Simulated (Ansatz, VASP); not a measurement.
## Sb: VASP beside Ansatz

Contents of INCAR:

```
ALGO     = Normal         # electronic algorithm
EDIFF    = 1E-6           # SCF threshold, eV
EDIFFG   = -0.01          # ionic threshold
ENCUT    = 600            # plane-wave cutoff, eV
GGA      = PE             # functional
IBRION   = 2              # ionic algorithm
ISIF     = 3              # what is computed and relaxed
ISMEAR   = -1             # smearing method
IVDW     = 13             # dispersion correction
LASPH    = True           # aspherical terms in the spheres
LCHARG   = False          # write CHGCAR
LREAL    = False          # projectors in reciprocal space
LWAVE    = False          # write WAVECAR
NELM     = 80             # most SCF steps
NSW      = 60             # ionic steps
PREC     = Accurate       # precision mode
SIGMA    = 0.05           # smearing width, eV
```

KPOINTS

```
k-points
0
Gamma
  12 12 12
```

Contents of POSCAR:

```
Sb
1.0
   -1.5765401831      1.5765401831      2.7119384313
    1.5765401831     -1.5765401831      2.7119384313
    1.5765401831      1.5765401831     -2.7119384313
Sb
1
Direct
    0.0000000000      0.0000000000      0.0000000000
```

input.yaml

```yaml
crystal:
  lattice:
    - [-1.5765401831, 1.5765401831, 2.7119384313]
    - [1.5765401831, -1.5765401831, 2.7119384313]
    - [1.5765401831, 1.5765401831, -2.7119384313]
  atoms:
    - { symbol: Sb, position: [0.0, 0.0, 0.0] }
hamiltonian:
  xc: pbe
  pseudopotentials: { kind: paw }
  dispersion: d4
kpoints:
  mp_grid: { grid: [12, 12, 12] }
scf:
  occupations: { method: fermi_dirac, width: 0.05 }
output:
  forces: true
  stress: true
  eigenvalues: true
relax:
  f_tol: 0.01
  max_steps: 40
  cell: { stress_tol: 0.05 }
```

Alike in both runs: task relaxation of cell and atoms; functional PBE; dispersion D4; k mesh 12 × 12 × 12; occupations fermi-dirac, width 0.05 eV; no spin polarisation.

```csv
,VASP,Ansatz
version,VASP 6.6.1,Ansatz 0.2.0
potentials or method,"VASP PAW PBE potentials, release 64 (Sb)",Ansatz PAW
plane-wave cutoff (eV),600,420
valence electrons in the cell,5,15
```

Ansatz gave:

| Property | Result |
| --- | --- |
| gap on the k mesh at the Fermi level, each at its own relaxed structure (eV) | none |
| relaxed volume (Å³/atom) | 26.31 |
| relaxed cell length with the largest relative difference (Å) | 3.440 |

Estimate VASP's values.

gap on the k mesh at the Fermi level, each at its own relaxed structure (eV): none; relaxed volume (Å³/atom): 26.25; relaxed cell length with the largest relative difference (Å): 3.436.

A gap of «none» marks a metal or a gap that the smearing closes. VASP's potentials hold 5 valence electrons a cell and Ansatz's 15, so a difference there can come from the potentials and not from the codes.

Spin-orbit coupling is off throughout. Noted on Ansatz's run: the plane-wave basis is chosen anew once the cell has moved, so the energies of steps on either side of that aren't comparable.
